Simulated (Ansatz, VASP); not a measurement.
## In2H5: VASP beside Ansatz

Contents of INCAR:

```
PREC = Accurate ; ENCUT = 600
EDIFF = 1E-7 ; ISMEAR = 0
SIGMA = 0.1 ; LREAL = False
LASPH = True ; NELM = 100
ALGO = Normal ; ISIF = 3
LWAVE = False ; LCHARG = False
GGA = PE ; IBRION = 2
NSW = 100 ; EDIFFG = -0.01
```

The input KPOINTS:

```
regular mesh
0
Gamma
  10 10 10
```

The input POSCAR:

```
In2H5
1.0
   -2.7280781467      2.7280781467      4.4773103112
    2.7280781467     -2.7280781467      4.4773103112
    2.7280781467      2.7280781467     -4.4773103112
In H
2 5
Direct
    0.2855864560      0.2855864560      0.0000000000
    0.7144135440      0.7144135440      0.0000000000
    0.0000000000      0.0000000000      0.5000000000
    0.5000000000      0.0000000000      0.0000000000
    0.0000000000      0.5000000000      0.0000000000
    0.5000000000      0.5000000000      0.5000000000
    0.5000000000      0.5000000000      0.0000000000
```

Input for Ansatz:

```yaml
crystal:
  lattice:
    - [-2.7280781467, 2.7280781467, 4.4773103112]
    - [2.7280781467, -2.7280781467, 4.4773103112]
    - [2.7280781467, 2.7280781467, -4.4773103112]
  atoms:
    - { symbol: In, position: [0.285586456, 0.285586456, 0.0] }
    - { symbol: In, position: [0.714413544, 0.714413544, 0.0] }
    - { symbol: H, position: [0.0, 0.0, 0.5] }
    - { symbol: H, position: [0.5, 0.0, 0.0] }
    - { symbol: H, position: [0.0, 0.5, 0.0] }
    - { symbol: H, position: [0.5, 0.5, 0.5] }
    - { symbol: H, position: [0.5, 0.5, 0.0] }
basis:
  ecutwfc: 420
kpoints:
  mp_grid: { grid: [10, 10, 10] }
hamiltonian:
  xc: pbe
scf:
  occupations: { method: gaussian, width: 0.1 }
output:
  forces: true
  stress: true
  eigenvalues: true
  write_density: true
  write_potential: true
  elf: true
  volumetric_format: npy
relax:
  adjacent_minimum: "off"
  f_tol: 0.01
  max_steps: 80
  cell: { stress_tol: 0.05 }
```

Alike in both runs: task relaxation of cell and atoms; functional PBE; k mesh 10 × 10 × 10; occupations gaussian, width 0.1 eV; no spin polarisation.

|  | VASP | Ansatz |
| --- | --- | --- |
| version | VASP 6.6.1 | Ansatz 0.2.0 |
| potentials or method | VASP PAW PBE potentials, release 64 (In_d, H), cutoff 600 eV | scalar-relativistic, plane waves, PAW |
| valence electrons in the cell | 31 | 31 |

|  | VASP | Ansatz | Ansatz less VASP |
| --- | --- | --- | --- |
| gap on the k mesh at the Fermi level, each at its own relaxed structure (eV) | none | none | - |
| relaxed volume (Å³/atom) | 19.04 | 19.04 | 0.000 |
| relaxed cell length with the largest relative difference (Å) | 5.910 | 5.910 | 0.0000 |

A gap of «none» marks a metal or a gap that the smearing closes.

Noted on VASP's run: the relaxation stopped at its first step, so nothing moved.
